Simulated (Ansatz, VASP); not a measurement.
WS2 in VASP and in Ansatz

INCAR

```
SYSTEM = WS2
  PREC = Accurate
  ENCUT = 520
  EDIFF = 1E-7
  ISMEAR = 0
  SIGMA = 0.05
  LREAL = .FALSE.
  LASPH = .TRUE.
  NELM = 80
  ALGO = Normal
  ISIF = 2
  LWAVE = .FALSE.
  LCHARG = .TRUE.
  GGA = PS
  LELF = .TRUE.
  LVHAR = .TRUE.
  NBANDS = 64
```

Contents of KPOINTS:

```
regular mesh
0
G
  8 2 3
  0 0 0
```

The input POSCAR:

```
WS2
1.0
    1.5728881103     -2.7243221217      0.0000000000
    0.0000000000      0.0000000000    -16.9534210371
    9.4373286620      5.4486442434     -1.4122199724
W S
4 8
Direct
    0.5000000000     -0.0694166667      0.8333333333
    0.0000000000     -0.0069416667      0.0833333333
    0.5000000000     -0.0277666667      0.3333333333
    0.0000000000     -0.0485916667      0.5833333333
    0.0000000000      0.0160655181      0.9166666667
    0.5000000000      0.0785405181      0.1666666667
    0.0000000000      0.0577155181      0.4166666667
    0.5000000000      0.0368905181      0.6666666667
    0.0000000000      0.8312178153      0.9166666667
    0.5000000000      0.8936928153      0.1666666667
    0.0000000000      0.8728678153      0.4166666667
    0.5000000000      0.8520428153      0.6666666667
```

Input for Ansatz:

```yaml
crystal:
  lattice:
    - [1.5728881103, -2.7243221217, 0.0]
    - [0.0, 0.0, -16.9534210371]
    - [9.437328662, 5.4486442434, -1.4122199724]
  atoms:
    - { symbol: W, position: [0.5, -0.0694166667, 0.8333333333] }
    - { symbol: W, position: [0.0, -0.0069416667, 0.0833333333] }
    - { symbol: W, position: [0.5, -0.0277666667, 0.3333333333] }
    - { symbol: W, position: [0.0, -0.0485916667, 0.5833333333] }
    - { symbol: S, position: [0.0, 0.0160655181, 0.9166666667] }
    - { symbol: S, position: [0.5, 0.0785405181, 0.1666666667] }
    - { symbol: S, position: [0.0, 0.0577155181, 0.4166666667] }
    - { symbol: S, position: [0.5, 0.0368905181, 0.6666666667] }
    - { symbol: S, position: [0.0, 0.8312178153, 0.9166666667] }
    - { symbol: S, position: [0.5, 0.8936928153, 0.1666666667] }
    - { symbol: S, position: [0.0, 0.8728678153, 0.4166666667] }
    - { symbol: S, position: [0.5, 0.8520428153, 0.6666666667] }
basis:
  ecutwfc: 420
kpoints:
  mp_grid: { grid: [8, 2, 3] }
hamiltonian:
  xc: pbesol
scf:
  occupations: { method: gaussian, width: 0.05 }
output:
  forces: true
  stress: true
  eigenvalues: true
```

Alike in both runs: task single point; functional PBEsol; k mesh 8 × 2 × 3; occupations gaussian, width 0.05 eV; no spin polarisation.

|  | VASP | Ansatz |
| --- | --- | --- |
| version | VASP 6.6.1 | Ansatz 0.2.0 |
| potentials or method | VASP PAW PBE potentials, release 64 (W_sv, S), cutoff 520 eV | scalar-relativistic, plane waves, PAW |
| valence electrons in the cell | 104 | 104 |

|  | VASP | Ansatz | Ansatz less VASP |
| --- | --- | --- | --- |
| gap on the k mesh at the Fermi level (eV) | 0.68 | 0.68 | +0.003 |
| least direct gap on the mesh (eV) | 0.78 | 0.79 | +0.006 |
| rms of the force components (eV/Å) | 4.800 | 4.827 | +0.0267 |

VASP's potentials were made for PBE, not for PBEsol. Atom by atom the forces differ by 0.032 eV/Å (rms over components).

Spin-orbit coupling is off throughout.
